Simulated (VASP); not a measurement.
Write the native input for VASP 6.6.1 that does the following.

```
Task                   : single point
Functional             : PBE
Potentials or basis    : VASP PAW PBE potentials, release 64 (Hf_pv, N)
Cutoff                 : 520 eV
k mesh                 : 10 × 10 × 10
Occupations            : fermi-dirac, width 0.01 eV
Spin                   : no spin polarisation
Dipole correction      : no
Further INCAR settings : ALGO = Normal; EDIFF = 1e-07; NBANDS = 14
```

The structure of HfN lies in POSCAR:

```
HfN
1.0
    0.0000000000      2.2590000000      2.2590000000
    2.2590000000      0.0000000000      2.2590000000
    2.2590000000      2.2590000000      0.0000000000
Hf N
1 1
Direct
    0.0000000000      0.0000000000      0.0000000000
    0.5000000000      0.5000000000      0.5000000000
```

The input as run:

INCAR

```
PREC = Accurate ; ENCUT = 520
EDIFF = 1E-7 ; ISMEAR = -1
SIGMA = 0.01 ; LREAL = False
LASPH = True ; NELM = 100
ALGO = Normal ; ISIF = 2
LWAVE = False ; LCHARG = False
GGA = PE ; NBANDS = 14
```

KPOINTS

```
regular mesh
0
Gamma
  10 10 10
```

Potentials or basis: VASP PAW PBE potentials, release 64 (Hf_pv, N).

The run is started by

```console
$ cat potpaw_PBE.64/Hf_pv/POTCAR potpaw_PBE.64/N/POTCAR > POTCAR
$ mpirun -np 1 vasp_std > vasp.out
```

It gave:

The pressure is 3.1 GPa.

Run time: 7.5 s on 1 thread of Intel(R) Xeon(R) Platinum 8375C CPU @ 2.90GHz (Ice Lake), with other jobs on the host, peak memory 0.15 GiB.
